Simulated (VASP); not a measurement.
The system is GaN.

```xyz
4
Lattice="3.1800 0.0000 0.0000 -1.5900 2.7540 0.0000 0.0000 0.0000 5.1660" Properties=species:S:1:pos:R:3 pbc="T T T"
Ga    1.5900    0.9180    2.5830
Ga    0.0000    1.8360    0.0000
N     1.5900    0.9180    4.5203
N     0.0000    1.8360    1.9373
```

Base run:

| Property | Result |
| --- | --- |
| Program | VASP 6.6.1 |
| Functional | b88 exchange, pbe correlation |
| Potentials or basis | VASP PAW PBE potentials, release 64 (Ga_d, N) |
| Cutoff | 600 eV |
| k mesh | 10 × 10 × 5 |
| Occupations | fermi-dirac, width 0.05 eV |
| Spin | no spin polarisation |

Its results: band gap on the k mesh 1.97 eV; pressure 6.8 GPa; largest force 0.134 eV/Å.

After a change of settings the same cell gave: band gap on the k mesh 2.07 eV; pressure 27.0 GPa; largest force 0.132 eV/Å. Which change was it?
A. functional from b88 exchange, pbe correlation to PBE exchange alone; cutoff from 600 eV to 520 eV
B. functional from b88 exchange, pbe correlation to r2SCAN-based global hybrid with 25 % exact exchange; cutoff from 600 eV to 520 eV; k mesh from 10 × 10 × 5 to 6 × 6 × 3
C. functional from b88 exchange, pbe correlation to PBE0; cutoff from 600 eV to 520 eV; k mesh from 10 × 10 × 5 to 6 × 6 × 3
D. functional from b88 exchange, pbe correlation to r2SCANh; cutoff from 600 eV to 520 eV; k mesh from 10 × 10 × 5 to 5 × 5 × 3

A.

Caveats: the cell stands under pressure; the PAW data sets were made with another functional, which shifts forces and pressure a little (at least some runs).
